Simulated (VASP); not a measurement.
Here is a VASP 6.6.1 calculation.

File INCAR:

```
ALGO = Normal ; EDIFF = 1E-6
EDIFFG = -0.01 ; ENCUT = 600
GGA = PE ; IBRION = 2
ISIF = 3 ; ISMEAR = 0
LASPH = True ; LCHARG = False
LREAL = False ; LWAVE = False
NELM = 80 ; NSW = 100
PREC = Accurate ; SIGMA = 0.02
```

KPOINTS

```
k-points
0
Gamma
  8 8 6
```

Contents of POSCAR:

```
LiCl
1.0
    1.7598426627     -6.8720858908      0.0000000000
    1.7598426627      6.8720858908      0.0000000000
    0.0000000000      0.0000000000      3.5284677440
Li Cl
2 2
Direct
    0.8297047092      0.1702952908      0.7500000000
    0.1702952908      0.8297047092      0.2500000000
    0.6499544900      0.3500455100      0.7500000000
    0.3500455100      0.6499544900      0.2500000000
```

Potentials or basis: VASP PAW PBE potentials, release 64 (Li_sv, Cl).

Command:

```sh
$ cat potpaw_PBE.64/Li_sv/POTCAR potpaw_PBE.64/Cl/POTCAR > POTCAR
$ mpirun -np 1 vasp_std > vasp.out
```

Problem. What does it give for the band gap on the k mesh?

Solution. 5.67 eV, indirect (least direct gap 5.83 eV).

Problem. Estimate the relaxed cell.

Solution. a = 7.092 Å, b = 7.092 Å, c = 3.527 Å, α = 90.00°, β = 90.00°, γ = 151.29°.

Problem. What does it give for the relaxed volume?

Solution. 21.30 Å³/atom.

Problem. What does it give for the space group after relaxing (to 0.05 Å)?

Solution. Cmcm (No. 63).

Final structure:
```
CELL_PARAMETERS angstrom
1.75857 -6.87052 0.00000
1.75857 6.87052 0.00000
0.00000 0.00000 3.52654
ATOMIC_POSITIONS crystal
Li 0.82971 0.17029 0.75000
Li 0.17029 0.82971 0.25000
Cl 0.64996 0.35004 0.75000
Cl 0.35004 0.64996 0.25000
```

Caveat: the cutoff is under 1.25 times the usual one of these potentials, so pressure, stress and relaxed cells hold a basis-set (Pulay) error. Expect the measured gap to be larger: semilocal functionals such as PBE lack the derivative discontinuity.
